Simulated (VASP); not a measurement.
# Au (Fm-3m) in VASP: single point with LDA

Aim: the single point of Au with LDA.

All numbers are computed with VASP 6.6.1; they aren't measurements. Logs are shortened: lines on timing, memory, paths and dates and some standing lists are left out, and cuts for length are marked.

**1. The cell of the first run**

The structure is cubic, space group Fm-3m (No. 225). Conventional cell: a = 4.070 Å, b = 4.070 Å, c = 4.070 Å, α = 90.00°, β = 90.00°, γ = 90.00°. Au (site symmetry m-3m) has 12 Au at 2.88 Å within 3.8 Å.

**2. Single point, LDA**

Input file INCAR:

```
PREC = Accurate
ENCUT = 520
EDIFF = 1E-6
ISMEAR = 1
SIGMA = 0.05
LREAL = False
LASPH = True
NELM = 60
ALGO = Normal
ISIF = 2
LWAVE = False
LCHARG = True
GGA = CA
LELF = True
LVHAR = True
NBANDS = 24
```

Input file KPOINTS:

```
Automatic mesh
0
Gamma
  7 7 7
```

Input file POSCAR:

```
Au
1.0
    0.0000000000      2.0350000000      2.0350000000
    2.0350000000      0.0000000000      2.0350000000
    6.1050000000      6.1050000000      0.0000000000
Au
3
Direct
    0.0000000000      0.0000000000      0.0000000000
    0.0000000000      0.0000000000      0.3333333333
    0.0000000000      0.0000000000      0.6666666667
```

Potentials or basis: VASP PAW LDA potentials, release 64 (Au).

The run is started by

```console
cat potpaw_LDA.64/Au/POTCAR > POTCAR
mpirun -np 1 vasp_std > vasp.out
```

OUTCAR:

```text
PREC = Accurate
   ENCUT = 520
   EDIFF = 1E-6
   ISMEAR = 1
   LREAL = False
   LASPH = True
   NELM = 60
   ISIF = 2
   GGA = CA

 ion  position               nearest neighbor table
   1  0.000  0.000  0.000-   2 2.88   3 2.88   3 2.88   3 2.88   2 2.88   2 2.88
   2  0.000  0.000  0.333-   1 2.88   1 2.88   1 2.88   3 2.88   3 2.88   3 2.88
   3  0.000  0.000  0.667-   1 2.88   1 2.88   1 2.88   2 2.88   2 2.88   2 2.88

  LATTYP: Found a hexagonal cell.
 ALAT       =     2.8779245994
 C/A-ratio  =     2.4494897428

  Lattice vectors:

 A1 = (   0.0000000000,  -2.0350000000,  -2.0350000000)
 A2 = (  -2.0350000000,   2.0350000000,   0.0000000000)
 A3 = (   4.0700000000,   4.0700000000,  -4.0700000000)

Analysis of symmetry for initial positions (statically):
=====================================================================
 Subroutine PRICEL returns following result:

  LATTYP: Found a face centered cubic cell.
 ALAT       =     4.0700000000

  Lattice vectors:

 A1 = (   0.0000000000,   2.0350000000,   2.0350000000)
 A2 = (   2.0350000000,   0.0000000000,   2.0350000000)
 A3 = (   2.0349999998,   2.0349999998,   0.0000000000)

   3 primitive cells build up your supercell.

 Routine SETGRP: Setting up the symmetry group for a
 hexagonal supercell.

 Subroutine GETGRP returns: Found 12 space group operations
 (whereof 12 operations were pure point group operations)
 out of a pool of 24 trial point group operations.

The static configuration has the point symmetry D_3d.

Analysis of symmetry for dynamics (positions and initial velocities):
=====================================================================
 Subroutine PRICEL returns following result:

  LATTYP: Found a face centered cubic cell.
 ALAT       =     4.0700000000

  Lattice vectors:

 A1 = (   0.0000000000,   2.0350000000,   2.0350000000)
 A2 = (   2.0350000000,   0.0000000000,   2.0350000000)
 A3 = (   2.0349999998,   2.0349999998,   0.0000000000)

   3 primitive cells build up your supercell.

 Routine SETGRP: Setting up the symmetry group for a
 hexagonal supercell.

 Subroutine GETGRP returns: Found 12 space group operations
 (whereof 12 operations were pure point group operations)
 out of a pool of 24 trial point group operations.

The dynamic configuration has the point symmetry D_3d.

 Subroutine INISYM returns: Found 12 space group operations
 (whereof 12 operations are pure point group operations),
 and found     3 'primitive' translations

----------------------------------------------------------------------------------------

                                     Primitive cell

  volume of cell :      16.8548

  direct lattice vectors                    reciprocal lattice vectors
     0.000000000  2.035000000  2.035000000    -0.245700246  0.245700246  0.245700246
     2.035000000  0.000000000  2.035000000     0.245700246 -0.245700246  0.245700246
     2.035000000  2.035000000  0.000000000     0.245700246  0.245700246 -0.245700246

  length of vectors
     2.877924599  2.877924599  2.877924599     0.425565309  0.425565309  0.425565309

  position of ions in fractional coordinates (direct lattice)
     0.000000000  0.000000000  0.000000000

  ion indices of the primitive-cell ions
   primitive index   ion index
                 1           1

----------------------------------------------------------------------------------------

 KPOINTS: Automatic mesh

Automatic generation of k-mesh.
 Grid dimensions read from file:
 generate k-points for:    7    7    7

 Generating k-lattice:

  Cartesian coordinates                     Fractional coordinates (reciprocal lattice)
    -0.035100035  0.035100035  0.035100035     0.142857143  0.000000000  0.000000000
     0.035100035 -0.035100035  0.035100035     0.000000000  0.142857143  0.000000000
     0.011700012  0.011700012 -0.011700012     0.000000000  0.000000000  0.142857143

  Length of vectors
     0.060795044  0.060795044  0.020265015

  Shift w.r.t. Gamma in fractional coordinates (k-lattice)
     0.000000000  0.000000000  0.000000000

 Subroutine IBZKPT returns following result:
 ===========================================

 Found     44 irreducible k-points:

 Following reciprocal coordinates:
            Coordinates               Weight
  0.000000  0.000000  0.000000      1.000000
  0.142857  0.000000  0.000000      6.000000
  0.142857  0.142857  0.142857      6.000000
  0.285714  0.000000  0.000000      6.000000
  0.285714  0.285714  0.285714      6.000000
  0.428571  0.000000  0.000000      6.000000
[... 16 lines left out ...]
  0.428571  0.428571  0.000000      6.000000
  0.000000  0.428571 -0.428571      6.000000
 [... further k-points ...]
   k-points           NKPTS =     44   k-points in BZ     NKDIM =     44   number of bands    NBANDS=     24
   number of dos      NEDOS =    301   number of ions     NIONS =      3
   total plane-waves  NPLWV =  36864
   dimension x,y,z NGX =    24 NGY =   24 NGZ =   64
   dimension x,y,z NGXF=    48 NGYF=   48 NGZF=  128
   ions per type =               3
   NGX,Y,Z   is equivalent  to a cutoff of  13.86, 13.86, 12.32 a.u.
   NGXF,Y,Z  is equivalent  to a cutoff of  27.73, 27.73, 24.65 a.u.
 SYSTEM =  unknown system
   PREC   = accura    normal or accurate (medium, high low for compatibility)
   ISTART =      0    job   : 0-new  1-cont  2-samecut
   ICHARG =      2    charge: 1-file 2-atom 10-const
   ISPIN  =      1    spin polarized calculation?
   LNONCOLLINEAR =      F non collinear calculations
   LSORBIT =      F    spin-orbit coupling
   LASPH  =      T    aspherical Exc in radial PAW
   ENCUT  =  520.0 eV  38.22 Ry    6.18 a.u.   5.35  5.35 16.05*2*pi/ulx,y,z
   NELM   =     60;   NELMIN=  2; NELMDL= -5     # of ELM steps
   EDIFF  = 0.1E-05   stopping-criterion for ELM
   LREAL  =      F    real-space projection
   EDIFFG = 0.1E-04   stopping-criterion for IOM
   NSW    =      0    number of steps for IOM
   IBRION =     -1    ionic relax: 0-MD 1-quasi-New 2-CG
   NFREE  =      0    steps in history (QN), initial steepest desc. (CG)
   ISIF   =      2    stress and relaxation
   ISYM   =      2    0-nonsym 1-usesym 2-fastsym
   POTIM  = 0.5000    time-step for ionic-motion
   TEBEG  =    0.0;   TEEND  =   0.0 temperature during run
   PSTRESS=    0.0 pullay stress
   NELECT =      33.0000    total number of electrons
   NUPDOWN=      -1.0000    fix difference up-down
   EMIN   =  10.00;   EMAX   =-10.00  energy-range for DOS
   EFERMI =   0.00;   METHOD = LEGACY
   ISMEAR =     1;   SIGMA  =   0.05  broadening in eV -4-tet -1-fermi 0-gaus
   EFERMI_NEDOS =   21; number of points for ismear=-14 and -15
   IALGO  =     38    algorithm
   IMIX   =      4    mixing-type and parameters
     AMIX     =   0.40;   BMIX     =  1.00
     AMIX_MAG =   1.60;   BMIX_MAG =  1.00
  volume/ion in A,a.u.               =      16.85       113.74
  Fermi-wavevector in a.u.,A,eV,Ry     =   1.420032  2.683470 27.436005  2.016489
  Thomas-Fermi vector in A             =   2.540990
   LORBIT       =      0    0 simple, 1 ext, 2 COOP (PROOUT), +10 PAW based schemes
   GGA     = CA    functional components
   LHFCALC =     F    Hartree Fock is set to
   AEXX    =    0.0000 exact exchange contribution
   IVDW    =     0    specifies the selected vdW correction
   LEPSILON=     F    determine dielectric tensor
   LRPA    =     F    only Hartree local field effects (RPA)
 non-spin polarized calculation
 Methfessel and Paxton  Order N= 1 SIGMA  =   0.05
  energy-cutoff  :      520.00
  volume of cell :       50.56
 maximum number of plane-waves:      1394
 NGX is ok and might be reduce to    24
   NGX = 11   NGY = 11   NGZ = 31

 number of electron      32.9999999 magnetization

 Free energy of the ion-electron system (eV)
  ---------------------------------------------------
  ext. energy  EPLUGINS =         0.00000000
  ---------------------------------------------------
  free energy    TOTEN  =       -13.41531005 eV

  energy without entropy =      -13.41488585  energy(sigma->0) =      -13.41516865

 E-fermi :   9.4083     XC(G=0): -13.0473

 val. band max:        9.3963504065   @ k =   0.1429   0.1429   0.0000
 cond. band min:       9.5164078731   @ k =   0.0000   0.1429  -0.1429
 fundamental gap:      0.1200574666
 Fermi energy:         9.4083188586

 k-point     1 :       0.0000    0.0000    0.0000
  band No.  band energies     occupation
      1      -0.5590      2.00000
      2       1.8643      2.00000
      3       1.8643      2.00000
      4       4.6972      2.00000
      5       4.7022      2.00000
      6       4.7022      2.00000
[... 16 lines left out ...]
     23      24.3116      0.00000
     24      27.9614      0.00000

 k-point     2 :       0.1429    0.0000    0.0000
  band No.  band energies     occupation
      1       0.1337      2.00000
      2       2.1224      2.00000
      3       2.5411      2.00000
      4       4.0833      2.00000
      5       4.5120      2.00000
      6       4.5214      2.00000
[... 16 lines left out ...]
     23      25.1036      0.00000
     24      25.1770      0.00000

 k-point     3 :       0.1429    0.1429    0.1429
  band No.  band energies     occupation
      1       0.1447      2.00000
      2       2.1725      2.00000
      3       2.4730      2.00000
      4       4.2446      2.00000
      5       4.3725      2.00000
      6       4.4793      2.00000
[... 16 lines left out ...]
     23      24.7531      0.00000
     24      25.0200      0.00000
[... 514 lines left out ...]
 k-point    23 :       0.4286    0.4286    0.0000
  band No.  band energies     occupation
      1       2.2331      2.00000
      2       2.3548      2.00000
      3       2.6830      2.00000
      4       3.0196      2.00000
      5       4.0498      2.00000
      6       4.5974      2.00000
[... 16 lines left out ...]
     23      19.9257      0.00000
     24      20.3362      0.00000

 k-point    24 :       0.0000    0.4286   -0.4286
  band No.  band energies     occupation
      1       2.4200      2.00000
      2       2.5215      2.00000
      3       2.6999      2.00000
      4       2.7312      2.00000
      5       4.1377      2.00000
      6       4.3722      2.00000
[... 16 lines left out ...]
     23      19.8997      0.00000
     24      23.0163      0.00000

 [... further k-points ...]

------------------------ aborting loop because EDIFF is reached ----------------------------------------

  FORCE on cell =-STRESS in cart. coord.  units (eV):
  Direction    XX          YY          ZZ          XY          YZ          ZX
  --------------------------------------------------------------------------------------
  -------------------------------------------------------------------------------------
  Total       -0.9586785     -0.9586785     -0.9586785     -0.0029399      0.0029399      0.0029399
  in kB      -30.3765943    -30.3765943    -30.3765943     -0.0931529      0.0931529      0.0931529
  external PRESSURE =     -30.3765943 kB  Pullay stress =       0.0000000 kB

 VOLUME and BASIS-vectors are now :
 -----------------------------------------------------------------------------
  energy-cutoff  :      520.00
  volume of cell :       50.56
      direct lattice vectors                 reciprocal lattice vectors
     0.000000000  2.035000000  2.035000000    -0.245700246  0.245700246  0.245700246
     2.035000000  0.000000000  2.035000000     0.245700246 -0.245700246  0.245700246
     6.105000000  6.105000000  0.000000000     0.081900082  0.081900082 -0.081900082

 POSITION                                       TOTAL-FORCE (eV/Angst)
 -----------------------------------------------------------------------------------
      0.00000      0.00000      0.00000        -0.000000      0.000000      0.000000
      2.03500      2.03500      0.00000        -0.000000      0.000000      0.000000
      4.07000      4.07000      0.00000         0.000000     -0.000000     -0.000000
 -----------------------------------------------------------------------------------
    total drift:                                0.000000      0.000000     -0.000000

  FREE ENERGIE OF THE ION-ELECTRON SYSTEM (eV)
  ---------------------------------------------------
  free  energy   TOTEN  =       -13.4153100547 eV

  energy  without entropy=      -13.4148858519  energy(sigma->0) =      -13.41516865
```

Wall time 65 s (1 thread of Intel Xeon 8259CL, shared host); peak memory 0.18 GiB.

Results:

| Quantity | Value |
| --- | --- |
| Free energy | -13.4153 eV |
| Pressure | -3.0 GPa |
| Band gap on the k mesh | zero (an odd number of electrons rules out a gap without spin polarisation) |

Levels at points of the mesh, in eV from the Fermi level:
| k point | band 15 | band 16 | band 17 | band 18 | band 19 | band 20 |
| --- | --- | --- | --- | --- | --- | --- |
| (0.00, 0.00, 0.00) | -2.52 | -2.52 | -2.52 | -2.52 | 7.98 | 7.98 |

Caveat: the k points lie up to 0.36 Å⁻¹ apart, too coarse for converged energies and pressures of a metal; spin-orbit coupling is left out, which moves the levels of the heavy elements.
